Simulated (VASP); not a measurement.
# CaHf4 in VASP: notebook

The runs below take CaHf4 through single point, with PBE.

All numbers are computed with VASP 6.6.1; they aren't measurements. Logs are shortened: lines on timing, memory, paths and dates and some standing lists are left out, and cuts for length are marked.

**1. The cell of the first run**

The typed cell holds 5 atoms: a = 5.921 Å, b = 5.921 Å, c = 5.121 Å, α = 90.00°, β = 90.00°, γ = 120.00°.

The cell was built from a structure type or drawn by symmetry, and may not be a known phase.

**2. Single point, PBE**

File INCAR:

```
PREC = Accurate
ENCUT = 520
EDIFF = 1E-7
ISMEAR = 0
SIGMA = 0.1
LREAL = F
LASPH = T
NELM = 80
ALGO = Fast
ISIF = 2
LWAVE = F
LCHARG = F
GGA = PE
NBANDS = 33
```

File KPOINTS:

```
regular mesh
0
Gamma
  6 6 4
```

File POSCAR:

```
CaHf4
1.0
    5.9212900785     -0.0000000033      0.0000000000
   -2.9606450363      5.1279876328      0.0000000000
    0.0000000000      0.0000000000      5.1210018122
Ca Hf
1 4
Direct
    0.0000000000      0.0000000000      0.5000000000
    0.5002853786      0.0000000000      0.5000000000
    0.0000000000      0.5002853786      0.5000000000
    0.4997146214      0.4997146214      0.5000000000
    0.0000000000      0.0000000000      0.0000000000
```

Potentials or basis: VASP PAW PBE potentials, release 64 (Ca_sv, Hf_pv).

The run is started by

```console
$ cat potpaw_PBE.64/Ca_sv/POTCAR potpaw_PBE.64/Hf_pv/POTCAR > POTCAR
$ mpirun -np 1 vasp_std > vasp.out
```

OUTCAR:

```text
PREC = Accurate
   ENCUT = 520
   EDIFF = 1E-7
   ISMEAR = 0
   LREAL = F
   LASPH = T
   NELM = 80
   ISIF = 2
   GGA = PE

 ion  position               nearest neighbor table
   1  0.000  0.000  0.500-   5 2.56   5 2.56   3 2.96   2 2.96   4 2.96   3 2.96   2 2.96   4 2.96

   2  0.500  0.000  0.500-   1 2.96   4 2.96   4 2.96   3 2.96   3 2.96   1 2.96
   3  0.000  0.500  0.500-   1 2.96   4 2.96   4 2.96   2 2.96   2 2.96   1 2.96
   4  0.500  0.500  0.500-   1 2.96   2 2.96   2 2.96   3 2.96   3 2.96   1 2.96
   5  0.000  0.000  0.000-   1 2.56   1 2.56

  LATTYP: Found a hexagonal cell.
 ALAT       =     5.9212900785
 C/A-ratio  =     0.8648456239

  Lattice vectors:

 A1 = (   5.9212900785,  -0.0000000033,   0.0000000000)
 A2 = (  -2.9606450363,   5.1279876328,   0.0000000000)
 A3 = (   0.0000000000,   0.0000000000,   5.1210018122)

Analysis of symmetry for initial positions (statically):
=====================================================================
 Subroutine PRICEL returns:
 Original cell was already a primitive cell.

 Routine SETGRP: Setting up the symmetry group for a
 hexagonal supercell.

 Subroutine GETGRP returns: Found 12 space group operations
 (whereof 12 operations were pure point group operations)
 out of a pool of 24 trial point group operations.

The static configuration has the point symmetry D_3h.

Analysis of symmetry for dynamics (positions and initial velocities):
=====================================================================
 Subroutine PRICEL returns:
 Original cell was already a primitive cell.

 Routine SETGRP: Setting up the symmetry group for a
 hexagonal supercell.

 Subroutine GETGRP returns: Found 12 space group operations
 (whereof 12 operations were pure point group operations)
 out of a pool of 24 trial point group operations.

The dynamic configuration has the point symmetry D_3h.

 Subroutine INISYM returns: Found 12 space group operations
 (whereof 12 operations are pure point group operations),
 and found     1 'primitive' translations

----------------------------------------------------------------------------------------

                                     Primitive cell

  volume of cell :     155.4956

  direct lattice vectors                    reciprocal lattice vectors
     5.921290079 -0.000000003  0.000000000     0.168882116  0.097504135  0.000000000
    -2.960645036  5.127987633  0.000000000     0.000000000  0.195008271  0.000000000
     0.000000000  0.000000000  5.121001812     0.000000000  0.000000000  0.195274291

  length of vectors
     5.921290079  5.921290078  5.121001812     0.195008271  0.195008271  0.195274291

  position of ions in fractional coordinates (direct lattice)
     0.000000000  0.000000000  0.500000000
     0.500285379  0.000000000  0.500000000
     0.000000000  0.500285379  0.500000000
     0.499714621  0.499714621  0.500000000
     0.000000000  0.000000000  0.000000000

  ion indices of the primitive-cell ions
   primitive index   ion index
                 1           1
                 2           2
                 3           3
                 4           4
                 5           5

----------------------------------------------------------------------------------------

 KPOINTS: regular mesh

Automatic generation of k-mesh.
 Grid dimensions read from file:
 generate k-points for:    6    6    4

 Generating k-lattice:

  Cartesian coordinates                     Fractional coordinates (reciprocal lattice)
     0.028147019  0.016250689  0.000000000     0.166666667  0.000000000  0.000000000
     0.000000000  0.032501378  0.000000000     0.000000000  0.166666667  0.000000000
     0.000000000  0.000000000  0.048818573     0.000000000  0.000000000  0.250000000

  Length of vectors
     0.032501378  0.032501378  0.048818573

  Shift w.r.t. Gamma in fractional coordinates (k-lattice)
     0.000000000  0.000000000  0.000000000

 Subroutine IBZKPT returns following result:
 ===========================================

 Found     21 irreducible k-points:

 Following reciprocal coordinates:
            Coordinates               Weight
  0.000000  0.000000  0.000000      1.000000
  0.166667  0.000000  0.000000      6.000000
  0.333333  0.000000  0.000000      6.000000
  0.500000  0.000000  0.000000      3.000000
  0.166667  0.166667  0.000000      6.000000
  0.333333  0.166667  0.000000     12.000000
[... 13 lines left out ...]
  0.333333  0.166667  0.500000     12.000000
  0.333333  0.333333  0.500000      2.000000
   k-points           NKPTS =     21   k-points in BZ     NKDIM =     21   number of bands    NBANDS=     33
   number of dos      NEDOS =    301   number of ions     NIONS =      5
   total plane-waves  NPLWV =  92160
   dimension x,y,z NGX =    48 NGY =   48 NGZ =   40
   dimension x,y,z NGXF=    96 NGYF=   96 NGZF=   80
   ions per type =               1   4
   NGX,Y,Z   is equivalent  to a cutoff of  13.48, 13.48, 12.99 a.u.
   NGXF,Y,Z  is equivalent  to a cutoff of  26.95, 26.95, 25.97 a.u.
 SYSTEM =  unknown system
   PREC   = accura    normal or accurate (medium, high low for compatibility)
   ISTART =      0    job   : 0-new  1-cont  2-samecut
   ICHARG =      2    charge: 1-file 2-atom 10-const
   ISPIN  =      1    spin polarized calculation?
   LNONCOLLINEAR =      F non collinear calculations
   LSORBIT =      F    spin-orbit coupling
   LASPH  =      T    aspherical Exc in radial PAW
   ENCUT  =  520.0 eV  38.22 Ry    6.18 a.u.  11.01 11.01  9.52*2*pi/ulx,y,z
   NELM   =     80;   NELMIN=  2; NELMDL= -5     # of ELM steps
   EDIFF  = 0.1E-06   stopping-criterion for ELM
   LREAL  =      F    real-space projection
   EDIFFG = 0.1E-05   stopping-criterion for IOM
   NSW    =      0    number of steps for IOM
   IBRION =     -1    ionic relax: 0-MD 1-quasi-New 2-CG
   NFREE  =      0    steps in history (QN), initial steepest desc. (CG)
   ISIF   =      2    stress and relaxation
   ISYM   =      2    0-nonsym 1-usesym 2-fastsym
   POTIM  = 0.5000    time-step for ionic-motion
   TEBEG  =    0.0;   TEEND  =   0.0 temperature during run
   PSTRESS=    0.0 pullay stress
   NELECT =      50.0000    total number of electrons
   NUPDOWN=      -1.0000    fix difference up-down
   EMIN   =  10.00;   EMAX   =-10.00  energy-range for DOS
   EFERMI =   0.00;   METHOD = LEGACY
   ISMEAR =     0;   SIGMA  =   0.10  broadening in eV -4-tet -1-fermi 0-gaus
   EFERMI_NEDOS =   21; number of points for ismear=-14 and -15
   IALGO  =     68    algorithm
   IMIX   =      4    mixing-type and parameters
     AMIX     =   0.40;   BMIX     =  1.00
     AMIX_MAG =   1.60;   BMIX_MAG =  1.00
  volume/ion in A,a.u.               =      31.10       209.87
  Fermi-wavevector in a.u.,A,eV,Ry     =   1.121568  2.119455 17.114955  1.257914
  Thomas-Fermi vector in A             =   2.258222
   LORBIT       =      0    0 simple, 1 ext, 2 COOP (PROOUT), +10 PAW based schemes
   GGA     = PE    functional components
   LHFCALC =     F    Hartree Fock is set to
   AEXX    =    0.0000 exact exchange contribution
   IVDW    =     0    specifies the selected vdW correction
   LEPSILON=     F    determine dielectric tensor
   LRPA    =     F    only Hartree local field effects (RPA)
 non-spin polarized calculation
 RMM-DIIS sequential band-by-band and
 Gauss-broadening in eV      SIGMA  =   0.10
  energy-cutoff  :      520.00
  volume of cell :      155.50
 maximum number of plane-waves:      4221
 NGX is ok and might be reduce to    48
   NGX = 21   NGY = 21   NGZ = 19

 number of electron      50.0000002 magnetization

 Free energy of the ion-electron system (eV)
  ---------------------------------------------------
  ext. energy  EPLUGINS =         0.00000000
  ---------------------------------------------------
  free energy    TOTEN  =       -32.38472264 eV

  energy without entropy =      -32.34237373  energy(sigma->0) =      -32.36354819

 E-fermi :   2.3825     XC(G=0):  -9.3237

 val. band max:        2.3683973274   @ k =   0.1667   0.1667   0.0000
 cond. band min:       2.3843458403   @ k =   0.3333   0.3333   0.0000
 fundamental gap:      0.0159485129
 Fermi energy:         2.3824609070

 k-point     1 :       0.0000    0.0000    0.0000
  band No.  band energies     occupation
      1     -37.0417      2.00000
      2     -29.5559      2.00000
      3     -29.4558      2.00000
      4     -29.4558      2.00000
      5     -28.8232      2.00000
      6     -28.6192      2.00000
[... 25 lines left out ...]
     32       4.8351      0.00000
     33       4.8684      0.00000

 k-point     2 :       0.1667    0.0000    0.0000
  band No.  band energies     occupation
      1     -37.0426      2.00000
      2     -29.5557      2.00000
      3     -29.4557      2.00000
      4     -29.4556      2.00000
      5     -28.7760      2.00000
      6     -28.6043      2.00000
[... 25 lines left out ...]
     32       4.6866      0.00000
     33       4.9818      0.00000

 k-point     3 :       0.3333    0.0000    0.0000
  band No.  band energies     occupation
      1     -37.0444      2.00000
      2     -29.5553      2.00000
      3     -29.4554      2.00000
      4     -29.4551      2.00000
      5     -28.6906      2.00000
      6     -28.5380      2.00000
[... 25 lines left out ...]
     32       4.0588      0.00000
     33       4.3319      0.00000

 k-point     4 :       0.5000    0.0000    0.0000
  band No.  band energies     occupation
      1     -37.0452      2.00000
      2     -29.5552      2.00000
      3     -29.4553      2.00000
      4     -29.4548      2.00000
      5     -28.6650      2.00000
      6     -28.5232      2.00000
[... 565 lines left out ...]
     32       4.4316      0.00000
     33       6.6867      0.00000

 k-point    20 :       0.3333    0.1667    0.5000
  band No.  band energies     occupation
      1     -37.0736      2.00000
      2     -29.4545      2.00000
      3     -29.4541      2.00000
      4     -29.4277      2.00000
      5     -28.6251      2.00000
      6     -28.5237      2.00000
[... 25 lines left out ...]
     32       4.3651      0.00000
     33       6.4598      0.00000

 k-point    21 :       0.3333    0.3333    0.5000
  band No.  band energies     occupation
      1     -37.0740      2.00000
      2     -29.4543      2.00000
      3     -29.4543      2.00000
      4     -29.4277      2.00000
      5     -28.5053      2.00000
      6     -28.5029      2.00000
[... 25 lines left out ...]
     32       4.3270      0.00000
     33       4.8820      0.00000

------------------------ aborting loop because EDIFF is reached ----------------------------------------

  FORCE on cell =-STRESS in cart. coord.  units (eV):
  Direction    XX          YY          ZZ          XY          YZ          ZX
  --------------------------------------------------------------------------------------
  -------------------------------------------------------------------------------------
  Total       -0.0274449     -0.0274449      0.0124446     -0.0000000      0.0000000      0.0000000
  in kB       -0.2827837     -0.2827837      0.1282254     -0.0000000      0.0000000      0.0000000
  external PRESSURE =      -0.1457807 kB  Pullay stress =       0.0000000 kB

 VOLUME and BASIS-vectors are now :
 -----------------------------------------------------------------------------
  energy-cutoff  :      520.00
  volume of cell :      155.50
      direct lattice vectors                 reciprocal lattice vectors
     5.921290079 -0.000000003  0.000000000     0.168882116  0.097504135  0.000000000
    -2.960645036  5.127987633  0.000000000     0.000000000  0.195008271  0.000000000
     0.000000000  0.000000000  5.121001812     0.000000000  0.000000000  0.195274291

 POSITION                                       TOTAL-FORCE (eV/Angst)
 -----------------------------------------------------------------------------------
      0.00000      0.00000      2.56050        -0.000000      0.000000      0.000000
      2.96233     -0.00000      2.56050        -0.009622      0.000000     -0.000000
     -1.48117      2.56546      2.56050         0.004811     -0.008333     -0.000000
      1.47948      2.56253      2.56050         0.004811      0.008333      0.000000
      0.00000      0.00000      0.00000        -0.000000      0.000000      0.000000
 -----------------------------------------------------------------------------------
    total drift:                                0.000000      0.000000     -0.000000

  FREE ENERGIE OF THE ION-ELECTRON SYSTEM (eV)
  ---------------------------------------------------
  free  energy   TOTEN  =       -32.3847226416 eV

  energy  without entropy=      -32.3423737298  energy(sigma->0) =      -32.36354819
```

Wall time 2.6 min (1 thread of Intel Xeon 6975P-C (Granite Rapids), shared host); peak memory 0.34 GiB.

Results:

```
Free energy            : -32.3847 eV
Pressure               : 0.0 GPa
Largest force          : 0.010 eV/Å
Band gap on the k mesh : zero (bands 25 and 26 overlap by 0.52 eV)
```

Forces on the atoms (eV/Å):
```
Ca   0.000  0.000  0.000
Hf  -0.010  0.000  0.000
Hf   0.005 -0.008  0.000
Hf   0.005  0.008  0.000
Hf   0.000  0.000  0.000
```

Caveat: spin-orbit coupling is left out, which moves the levels of the heavy elements.

**3. Single point, PBE**

This run uses another cell than the first one, of 31.48 Å³/atom.

File INCAR:

```
  PREC = Accurate
  ENCUT = 520
  EDIFF = 1E-7
  ISMEAR = 0
  SIGMA = 0.1
  LREAL = False
  LASPH = True
  NELM = 80
  ALGO = Fast
  ISIF = 2
  LWAVE = False
  LCHARG = False
  GGA = PE
  NBANDS = 33
```

File KPOINTS:

```
regular mesh
0
Gamma
  6 6 8
```

File POSCAR:

```
CaHf4
1.0
    5.9241179580      0.0000000000      0.0000000000
   -2.9620589790      5.1304366466      0.0000000000
    0.0000000000      0.0000000000      5.1784270355
Ca Hf
1 4
Direct
    0.0000000000      0.0000000000      0.5000000000
    0.5000000000      0.0000000000      0.5000000000
    0.0000000000      0.5000000000      0.5000000000
    0.5000000000      0.5000000000      0.5000000000
    0.0000000000      0.0000000000      0.0000000000
```

Potentials or basis: VASP PAW PBE potentials, release 64 (Ca_sv, Hf_pv).

The run is started by

```console
$ cat potpaw_PBE.64/Ca_sv/POTCAR potpaw_PBE.64/Hf_pv/POTCAR > POTCAR
$ mpirun -np 1 vasp_std > vasp.out
```

Run time: 4.9 min. Hardware: 1 thread of Intel Xeon 6975P-C (Granite Rapids), shared host; peak memory 0.4 GiB.

The run converged. Its results:

```
Free energy            : -32.3941 eV
Pressure               : -0.2 GPa
Band gap on the k mesh : zero (bands 25 and 26 overlap by 0.60 eV)
```

Levels at points of the mesh, in eV from the Fermi level:
| k point | band 23 | band 24 | band 25 | band 26 | band 27 | band 28 |
| --- | --- | --- | --- | --- | --- | --- |
| (0.00, 0.00, 0.00) | -1.15 | -0.75 | -0.42 | 0.50 | 0.50 | 1.62 |
| (0.50, 0.00, 0.00) | -0.49 | -0.31 | -0.21 | -0.10 | 0.14 | 0.16 |
| (0.00, 0.00, 0.50) | -0.99 | -0.99 | 0.18 | 0.18 | 0.71 | 0.71 |
| (0.50, 0.00, 0.50) | -0.58 | -0.45 | 0.02 | 0.26 | 0.35 | 0.51 |

Caveat: spin-orbit coupling is left out, which moves the levels of the heavy elements.

(Continued in part 2 of 2.)
